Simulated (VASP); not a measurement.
# MgB2 (P6/mmm) in VASP: further runs

The runs below take MgB2 through relaxation of shape and atoms at fixed volume, single point, relaxation of cell and atoms, with PBE.

Everything below comes from runs of VASP 6.6.1. Logs are shortened: lines on timing, memory, paths and dates and some standing lists are left out, and cuts for length are marked.

## 1. The cell of the first run

Symmetry: P6/mmm, No. 191, hexagonal system. The conventional cell has a = 3.045 Å, b = 3.045 Å, c = 3.487 Å, α = 90.00°, β = 90.00°, γ = 120.00°. Within 3.3 Å of Mg (site symmetry 6/mmm) lie 12 B at 2.48 Å and 6 Mg at 3.04 Å. Within 2.3 Å of B (site symmetry -6m2) lie 3 B at 1.76 Å.

## 2. Relaxation of shape and atoms at fixed volume, PBE

INCAR reads:

```
SYSTEM = MgB2
PREC     = Accurate       ! precision mode
ENCUT    = 600            ! plane-wave cutoff, eV
EDIFF    = 1E-6           ! SCF threshold, eV
ISMEAR   = 0              ! smearing method
SIGMA    = 0.1            ! smearing width, eV
LREAL    = .FALSE.        ! projectors in reciprocal space
LASPH    = .TRUE.         ! aspherical terms in the spheres
NELM     = 100            ! most SCF steps
ALGO     = Normal         ! electronic algorithm
ISIF     = 4              ! what is computed and relaxed
LWAVE    = .FALSE.        ! write WAVECAR
LCHARG   = .FALSE.        ! write CHGCAR
GGA      = PE             ! functional
IBRION   = 2              ! ionic algorithm
NSW      = 50             ! ionic steps
EDIFFG   = -0.01          ! ionic threshold
```

KPOINTS reads:

```
regular mesh
0
G
  18 18 12
  0 0 0
```

POSCAR reads:

```
MgB2
1.0
    3.0448217569      0.0000000000      0.0000000000
   -1.5224108784      2.6368929914      0.0000000000
    0.0000000000      0.0000000000      3.4868244912
Mg B
1 2
Direct
    0.0000000000      0.0000000000      0.0000000000
    0.3333333333      0.6666666667      0.5000000000
    0.6666666667      0.3333333333      0.5000000000
```

Potentials or basis: VASP PAW PBE potentials, release 64 (Mg, B).

Run with:

```console
cat potpaw_PBE.64/Mg/POTCAR potpaw_PBE.64/B/POTCAR > POTCAR
mpirun -np 1 vasp_std > vasp.out
```

OUTCAR:

```text
SYSTEM = MgB2
   PREC = Accurate
   ENCUT = 600
   EDIFF = 1E-6
   ISMEAR = 0
   LREAL = .FALSE.
   LASPH = .TRUE.
   NELM = 100
   ISIF = 4
   GGA = PE
   IBRION = 2
   NSW = 50
   EDIFFG = -0.01

 ion  position               nearest neighbor table
   1  0.000  0.000  0.000-   2 2.48   3 2.48   2 2.48   3 2.48   2 2.48   2 2.48   3 2.48   3 2.48
                             3 2.48   3 2.48   2 2.48   2 2.48
   2  0.333  0.667  0.500-   3 1.76   3 1.76   3 1.76   1 2.48   1 2.48   1 2.48   1 2.48   1 2.48
                             1 2.48
   3  0.667  0.333  0.500-   2 1.76   2 1.76   2 1.76   1 2.48   1 2.48   1 2.48   1 2.48   1 2.48
                             1 2.48

  LATTYP: Found a hexagonal cell.
 ALAT       =     3.0448217569
 C/A-ratio  =     1.1451653888

  Lattice vectors:

 A1 = (   3.0448217569,   0.0000000000,   0.0000000000)
 A2 = (  -1.5224108784,   2.6368929914,   0.0000000000)
 A3 = (   0.0000000000,   0.0000000000,   3.4868244912)

Analysis of symmetry for initial positions (statically):
=====================================================================
 Subroutine PRICEL returns:
 Original cell was already a primitive cell.

 Routine SETGRP: Setting up the symmetry group for a
 hexagonal supercell.

 Subroutine GETGRP returns: Found 24 space group operations
 (whereof 24 operations were pure point group operations)
 out of a pool of 24 trial point group operations.

The static configuration has the point symmetry D_6h.

Analysis of symmetry for dynamics (positions and initial velocities):
=====================================================================
 Subroutine PRICEL returns:
 Original cell was already a primitive cell.

 Routine SETGRP: Setting up the symmetry group for a
 hexagonal supercell.

 Subroutine GETGRP returns: Found 24 space group operations
 (whereof 24 operations were pure point group operations)
 out of a pool of 24 trial point group operations.

The dynamic configuration has the point symmetry D_6h.

 Subroutine INISYM returns: Found 24 space group operations
 (whereof 24 operations are pure point group operations),
 and found     1 'primitive' translations

----------------------------------------------------------------------------------------

                                     Primitive cell

  volume of cell :      27.9953

  direct lattice vectors                    reciprocal lattice vectors
     3.044821757  0.000000000  0.000000000     0.328426450  0.189617099  0.000000000
    -1.522410878  2.636892991  0.000000000     0.000000000  0.379234198  0.000000000
     0.000000000  0.000000000  3.486824491     0.000000000  0.000000000  0.286793902

  length of vectors
     3.044821757  3.044821757  3.486824491     0.379234198  0.379234198  0.286793902

  position of ions in fractional coordinates (direct lattice)
     0.000000000  0.000000000  0.000000000
     0.333333333  0.666666667  0.500000000
     0.666666667  0.333333333  0.500000000

  ion indices of the primitive-cell ions
   primitive index   ion index
                 1           1
                 2           2
                 3           3

----------------------------------------------------------------------------------------

 KPOINTS: regular mesh

Automatic generation of k-mesh.
 Grid dimensions read from file:
 generate k-points for:   18   18   12

 Generating k-lattice:

  Cartesian coordinates                     Fractional coordinates (reciprocal lattice)
     0.018245914  0.010534283  0.000000000     0.055555556 -0.000000000  0.000000000
     0.000000000  0.021068567  0.000000000     0.000000000  0.055555556  0.000000000
     0.000000000  0.000000000  0.023899492     0.000000000  0.000000000  0.083333333

  Length of vectors
     0.021068567  0.021068567  0.023899492

  Shift w.r.t. Gamma in fractional coordinates (k-lattice)
     0.000000000  0.000000000  0.000000000

 Subroutine IBZKPT returns following result:
 ===========================================

 Found    259 irreducible k-points:

 Following reciprocal coordinates:
            Coordinates               Weight
  0.000000  0.000000  0.000000      1.000000
  0.055556  0.000000  0.000000      6.000000
  0.111111  0.000000  0.000000      6.000000
  0.166667  0.000000  0.000000      6.000000
  0.222222  0.000000  0.000000      6.000000
  0.277778  0.000000  0.000000      6.000000
[... 16 lines left out ...]
  0.333333  0.111111  0.000000     12.000000
  0.388889  0.111111  0.000000     12.000000
 [... further k-points ...]
   k-points           NKPTS =    259   k-points in BZ     NKDIM =    259   number of bands    NBANDS=      8
   number of dos      NEDOS =    301   number of ions     NIONS =      3
   total plane-waves  NPLWV =  16128
   dimension x,y,z NGX =    24 NGY =   24 NGZ =   28
   dimension x,y,z NGXF=    48 NGYF=   48 NGZF=   56
   ions per type =               1   2
   NGX,Y,Z   is equivalent  to a cutoff of  13.10, 13.10, 13.35 a.u.
   NGXF,Y,Z  is equivalent  to a cutoff of  26.21, 26.21, 26.70 a.u.
 SYSTEM =  MgB2
   PREC   = accura    normal or accurate (medium, high low for compatibility)
   ISTART =      0    job   : 0-new  1-cont  2-samecut
   ICHARG =      2    charge: 1-file 2-atom 10-const
   ISPIN  =      1    spin polarized calculation?
   LNONCOLLINEAR =      F non collinear calculations
   LSORBIT =      F    spin-orbit coupling
   LASPH  =      T    aspherical Exc in radial PAW
   ENCUT  =  600.0 eV  44.10 Ry    6.64 a.u.   6.08  6.08  6.96*2*pi/ulx,y,z
   NELM   =    100;   NELMIN=  2; NELMDL= -5     # of ELM steps
   EDIFF  = 0.1E-05   stopping-criterion for ELM
   LREAL  =      F    real-space projection
   EDIFFG = -.1E-01   stopping-criterion for IOM
   NSW    =     50    number of steps for IOM
   IBRION =      2    ionic relax: 0-MD 1-quasi-New 2-CG
   NFREE  =      1    steps in history (QN), initial steepest desc. (CG)
   ISIF   =      4    stress and relaxation
   ISYM   =      2    0-nonsym 1-usesym 2-fastsym
   POTIM  = 0.5000    time-step for ionic-motion
   TEBEG  =    0.0;   TEEND  =   0.0 temperature during run
   PSTRESS=    0.0 pullay stress
   NELECT =       8.0000    total number of electrons
   NUPDOWN=      -1.0000    fix difference up-down
   EMIN   =  10.00;   EMAX   =-10.00  energy-range for DOS
   EFERMI =   0.00;   METHOD = LEGACY
   ISMEAR =     0;   SIGMA  =   0.10  broadening in eV -4-tet -1-fermi 0-gaus
   EFERMI_NEDOS =   21; number of points for ismear=-14 and -15
   IALGO  =     38    algorithm
   IMIX   =      4    mixing-type and parameters
     AMIX     =   0.40;   BMIX     =  1.00
     AMIX_MAG =   1.60;   BMIX_MAG =  1.00
  volume/ion in A,a.u.               =       9.33        62.97
  Fermi-wavevector in a.u.,A,eV,Ry     =   1.078309  2.037709 15.820186  1.162751
  Thomas-Fermi vector in A             =   2.214244
   LORBIT       =      0    0 simple, 1 ext, 2 COOP (PROOUT), +10 PAW based schemes
   GGA     = PE    functional components
   LHFCALC =     F    Hartree Fock is set to
   AEXX    =    0.0000 exact exchange contribution
   IVDW    =     0    specifies the selected vdW correction
   LEPSILON=     F    determine dielectric tensor
   LRPA    =     F    only Hartree local field effects (RPA)
 conjugate gradient relaxation of ions
 non-spin polarized calculation
 Gauss-broadening in eV      SIGMA  =   0.10
  energy-cutoff  :      600.00
  volume of cell :       28.00
 maximum number of plane-waves:       954
   NGX = 13   NGY = 13   NGZ = 13

--------------------------------------- Ionic step        1  -------------------------------------------

 number of electron       8.0000000 magnetization

 Free energy of the ion-electron system (eV)
  ---------------------------------------------------
  ext. energy  EPLUGINS =         0.00000000
  ---------------------------------------------------
  free energy    TOTEN  =       -15.31592413 eV

  energy without entropy =      -15.31291389  energy(sigma->0) =      -15.31441901

------------------------ aborting loop because EDIFF is reached ----------------------------------------

  FORCE on cell =-STRESS in cart. coord.  units (eV):
  Direction    XX          YY          ZZ          XY          YZ          ZX
  --------------------------------------------------------------------------------------
  -------------------------------------------------------------------------------------
  Total        0.9385336      0.9385336      0.5519103      0.0000000     -0.0000000     -0.0000000
  in kB       53.7125713     53.7125713     31.5859993      0.0000000     -0.0000000     -0.0000000
  external PRESSURE =      46.3370473 kB  Pullay stress =       0.0000000 kB

 VOLUME and BASIS-vectors are now :
 -----------------------------------------------------------------------------
  energy-cutoff  :      600.00
  volume of cell :       28.00
      direct lattice vectors                 reciprocal lattice vectors
     3.044821757  0.000000000  0.000000000     0.328426450  0.189617099  0.000000000
    -1.522410878  2.636892991  0.000000000     0.000000000  0.379234198  0.000000000
     0.000000000  0.000000000  3.486824491     0.000000000  0.000000000  0.286793902

 POSITION                                       TOTAL-FORCE (eV/Angst)
 -----------------------------------------------------------------------------------
      0.00000      0.00000      0.00000        -0.000000      0.000000      0.000000
     -0.00000      1.75793      1.74341         0.000000     -0.000000      0.000000
      1.52241      0.87896      1.74341        -0.000000      0.000000     -0.000000
 -----------------------------------------------------------------------------------
    total drift:                                0.000000     -0.000000      0.000000

  FREE ENERGIE OF THE ION-ELECTRON SYSTEM (eV)
  ---------------------------------------------------
  free  energy   TOTEN  =       -15.3159241274 eV

  energy  without entropy=      -15.3129138867  energy(sigma->0) =      -15.31441901

--------------------------------------- Ionic step        2  -------------------------------------------

 number of electron       8.0000000 magnetization

 Free energy of the ion-electron system (eV)
  ---------------------------------------------------
  ext. energy  EPLUGINS =         0.00000000
  ---------------------------------------------------
  free energy    TOTEN  =       -15.31679481 eV

  energy without entropy =      -15.31386288  energy(sigma->0) =      -15.31532885

 E-fermi :   5.4886     XC(G=0): -11.0570

 val. band max:        5.4862883312   @ k =   0.0556   0.0556   0.0833
 cond. band min:       5.4952044575   @ k =   0.4444   0.0000   0.0000
 fundamental gap:      0.0089161264
 Fermi energy:         5.4885584833

 k-point     1 :       0.0000    0.0000    0.0000
  band No.  band energies     occupation
      1      -7.1152      2.00000
      2       2.5470      2.00000
      3       5.8817      0.00000
      4       5.8817      0.00000
      5       7.3265      0.00000
      6      11.9393      0.00000
      7      11.9393      0.00000
      8      13.9347      0.00000
[... 243 lines left out ...]
 k-point    24 :       0.3889    0.1111    0.0000
  band No.  band energies     occupation
      1      -3.5901      2.00000
      2      -1.6402      2.00000
      3       2.4304      2.00000
      4       5.6660      0.01210
      5       8.9482      0.00000
      6      10.2299      0.00000
      7      11.2153      0.00000
      8      13.4323      0.00000

 [... further k-points ...]

------------------------ aborting loop because EDIFF is reached ----------------------------------------

  FORCE on cell =-STRESS in cart. coord.  units (eV):
  Direction    XX          YY          ZZ          XY          YZ          ZX
  --------------------------------------------------------------------------------------
  -------------------------------------------------------------------------------------
  Total        0.7734113      0.7734113      0.7394772      0.0000000      0.0000000      0.0000000
  in kB       44.2625716     44.2625716     42.3205083      0.0000000      0.0000000      0.0000000
  external PRESSURE =      43.6152171 kB  Pullay stress =       0.0000000 kB

 VOLUME and BASIS-vectors are now :
 -----------------------------------------------------------------------------
  energy-cutoff  :      600.00
  volume of cell :       28.00
      direct lattice vectors                 reciprocal lattice vectors
     3.051145013  0.000000000 -0.000000000     0.327745812  0.189224133 -0.000000000
    -1.525572507  2.642369092 -0.000000000    -0.000000000  0.378448266  0.000000000
     0.000000000 -0.000000000  3.472387131     0.000000000  0.000000000  0.287986322

 POSITION                                       TOTAL-FORCE (eV/Angst)
 -----------------------------------------------------------------------------------
      3.05115      0.00000     -0.00000         0.000000     -0.000000      0.000000
     -0.00000      1.76158      1.73619        -0.000000      0.000000      0.000000
      1.52557      0.88079      1.73619         0.000000     -0.000000     -0.000000
 -----------------------------------------------------------------------------------
    total drift:                                0.000000     -0.000000      0.000000

  FREE ENERGIE OF THE ION-ELECTRON SYSTEM (eV)
  ---------------------------------------------------
  free  energy   TOTEN  =       -15.3167948133 eV

  energy  without entropy=      -15.3138628831  energy(sigma->0) =      -15.31532885

 reached required accuracy - stopping structural energy minimisation
```

Wall time 60 s (1 thread of Intel Xeon Platinum 8259CL at 2.50GHz (Skylake/Cascade Lake), shared host); peak memory 0.21 GiB.

Results:

- Free energy: -15.3168 eV
- Energy gained by relaxing: 0.3 meV/atom
- Ionic steps: 2
- Pressure after relaxing: 4.4 GPa
- Band gap on the k mesh: zero (bands 4 and 5 overlap by 3.92 eV)

The path:
```tsv
step	energy change (eV)	largest force (eV/Å)	pressure (GPa)	volume (Å³)
1	0.0000	0.0000	4.63	28.00
2	-0.0009	0.0000	4.36	28.00
```

Final structure:
```xyz
3
Lattice="3.0511 0.0000 0.0000 -1.5256 2.6424 0.0000 0.0000 0.0000 3.4724" Properties=species:S:1:pos:R:3 pbc="T T T"
Mg    3.0511    0.0000    0.0000
B     0.0000    1.7616    1.7362
B     1.5256    0.8808    1.7362
```

(Part 1 of 2 ends here.)
